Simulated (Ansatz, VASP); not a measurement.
Two plane-wave programs on HfO2

Contents of INCAR:

```
ALGO     = Normal         # electronic algorithm
EDIFF    = 1E-7           # SCF threshold, eV
ENCUT    = 520            # plane-wave cutoff, eV
GGA      = PE             # functional
ISIF     = 2              # what is computed and relaxed
ISMEAR   = 0              # smearing method
LASPH    = T              # aspherical terms in the spheres
LCHARG   = F              # write CHGCAR
LREAL    = F              # projectors in reciprocal space
LWAVE    = F              # write WAVECAR
NBANDS   = 18             # bands
NELM     = 80             # most SCF steps
PREC     = Accurate       # precision mode
SIGMA    = 0.05           # smearing width, eV
```

The input KPOINTS:

```
k-points
0
Gamma
  8 8 8
```

The input POSCAR:

```
HfO2
1.0
    0.0000000000      2.4424617969      2.4424617969
    2.4424617969      0.0000000000      2.4424617969
    2.4424617969      2.4424617969      0.0000000000
Hf O
1 2
Direct
    0.0000000000      0.0000000000      0.0000000000
    0.2500000000      0.2500000000      0.2500000000
    0.7500000000      0.7500000000      0.7500000000
```

Input for Ansatz:

```yaml
crystal:
  lattice:
    - [0.0, 2.4424617969, 2.4424617969]
    - [2.4424617969, 0.0, 2.4424617969]
    - [2.4424617969, 2.4424617969, 0.0]
  atoms:
    - { symbol: Hf, position: [0.0, 0.0, 0.0] }
    - { symbol: O, position: [0.25, 0.25, 0.25] }
    - { symbol: O, position: [0.75, 0.75, 0.75] }
basis:
  ecutwfc: 420
  ecutrho_ratio: 4
kpoints:
  mp_grid: { grid: [8, 8, 8] }
hamiltonian:
  xc: pbe
scf:
  occupations: { method: gaussian, width: 0.05 }
output:
  forces: true
  stress: true
  eigenvalues: true
```

Alike in both runs: task single point; functional PBE; k mesh 8 × 8 × 8; occupations gaussian, width 0.05 eV; no spin polarisation.

|  | VASP | Ansatz |
| --- | --- | --- |
| version | VASP 6.6.1 | Ansatz 0.2.0 |
| potentials or method | VASP PAW PBE potentials, release 64 (Hf_pv, O), cutoff 520 eV | scalar-relativistic, plane waves, PAW |
| valence electrons in the cell | 22 | 38 |

|  | VASP | Ansatz | Ansatz less VASP |
| --- | --- | --- | --- |
| gap on the k mesh at the Fermi level (eV) | 4.10 | 4.05 | -0.052 |
| least direct gap on the mesh (eV) | 4.10 | 4.05 | -0.052 |

With one functional, cell and mesh, what is left measures potentials, basis and numerics. VASP's potentials hold 22 valence electrons a cell and Ansatz's 38, so a difference there can come from the potentials and not from the codes.

Neither program's run includes spin-orbit coupling.
